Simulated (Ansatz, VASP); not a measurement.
One calculation of HfB3N, two programs

```xyz
5
Lattice="4.5956 0.0000 0.0000 -2.2978 3.9799 0.0000 0.0000 0.0000 4.1753" Properties=species:S:1:pos:R:3 pbc="T T T"
Hf    0.0000    0.0000    2.0876
B     2.2978    0.0000    2.0876
B    -1.1489    1.9900    2.0876
B     1.1489    1.9900    2.0876
N     0.0000    0.0000    0.0000
```

Alike in both runs: functional PBE; k mesh 5 × 5 × 4; occupations gaussian, width 0.2 eV; no spin polarisation.

Ansatz relaxed the structure, and its values are those at the end. VASP's run is a single point on that final structure, the one shown.

```csv
,VASP,Ansatz
version,VASP 6.6.1,Ansatz 0.2.0
potentials or method,"VASP PAW PBE potentials, release 64 (Hf_pv, B, N), cutoff 600 eV","scalar-relativistic, plane waves, PAW"
valence electrons in the cell,24,40
```

|  | VASP | Ansatz | Ansatz less VASP |
| --- | --- | --- | --- |
| gap on the k mesh at the Fermi level (eV) | none | none | - |
| pressure (GPa) | 0.9 | 0.2 | -0.70 |

A gap of «none» marks a metal or a gap that the smearing closes. The functional is the same, so the differences come from potentials, cutoffs and numerics. VASP's potentials hold 24 valence electrons a cell and Ansatz's 40, so a difference there can come from the potentials and not from the codes.

The k mesh is coarse, so the values compare programs but aren't converged. Neither program's run includes spin-orbit coupling.
